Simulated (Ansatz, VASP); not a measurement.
## Ni: VASP beside Ansatz

```
Ni
1.0
     0.00000    1.75608    1.75608
     1.75608    0.00000    1.75608
     1.75608    1.75608    0.00000
Ni
1
Direct
  0.00000 0.00000 0.00000
```

Change from the starting cell: volume scaled by 0.98, PAW files.

Alike in both runs: task electric field gradients; functional PBE; k mesh 20 × 20 × 20; occupations fermi-dirac, width 0.05 eV; collinear spin.

|  | VASP | Ansatz |
| --- | --- | --- |
| version | VASP 6.6.1 | Ansatz 0.2.0 |
| potentials or method | VASP PAW PBE potentials, release 64 (Ni) | PAW with Ansatz's default frozen-core files, scalar-relativistic |
| plane-wave cutoff (eV) | 520 | 420 |
| valence electrons in the cell | 10 | 18 |

Ansatz gave:

```
pressure (GPa)                                                : 1.1
net moment per atom (μB)                                      : 0.64
size of the moment on the site where the two differ most (μB) : 0.68
```

Problem. Estimate VASP's values.

Solution. Pressure (GPa): 1.1; net moment per atom (μB): 0.63; size of the moment on the site where the two differ most (μB): 0.64.

Site moments also hang on the region over which each program counts them. VASP's potentials hold 10 valence electrons a cell and Ansatz's 18, so a difference there can come from the potentials and not from the codes.
